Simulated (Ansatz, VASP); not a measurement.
## Two plane-wave programs on MnHg

```
Mn Hg
1.0
     3.32415    0.00000    0.00000
     0.00000    3.32415    0.00000
     0.00000    0.00000    3.32414
Mn Hg
1 1
Direct
  0.50000 0.50000 0.50000
  0.00000 0.00000 0.00000
```

Alike in both runs: functional PBE; k mesh 12 × 12 × 12; occupations gaussian, width 0.1 eV; collinear spin.

Ansatz relaxed the structure, and its values are those at the end. VASP's run is a single point on that final structure, the one shown.

```csv
,VASP,Ansatz
version,VASP 6.6.1,Ansatz 0.2.0
potentials or method,"VASP PAW PBE potentials, release 64 (Mn_pv, Hg), cutoff 520 eV","scalar-relativistic, plane waves, PAW"
valence electrons in the cell,25,35
```

Ansatz gave:

| Item | Value |
| --- | --- |
| gap on the k mesh at the Fermi level (eV) | none |
| pressure (GPa) | 0.0 |
| net moment per atom (μB) | 1.97 |
| size of the moment on the site where the two differ most (μB) | 3.91 |

Question: Which values does VASP return?

Answer: gap on the k mesh at the Fermi level (eV): none; pressure (GPa): 0.4; net moment per atom (μB): 1.97; size of the moment on the site where the two differ most (μB): 3.85.

Site moments also hang on the region over which each program counts them. A gap of «none» marks a metal or a gap that the smearing closes. VASP's potentials hold 25 valence electrons a cell and Ansatz's 35, so a difference there can come from the potentials and not from the codes.

Spin-orbit coupling is off throughout.
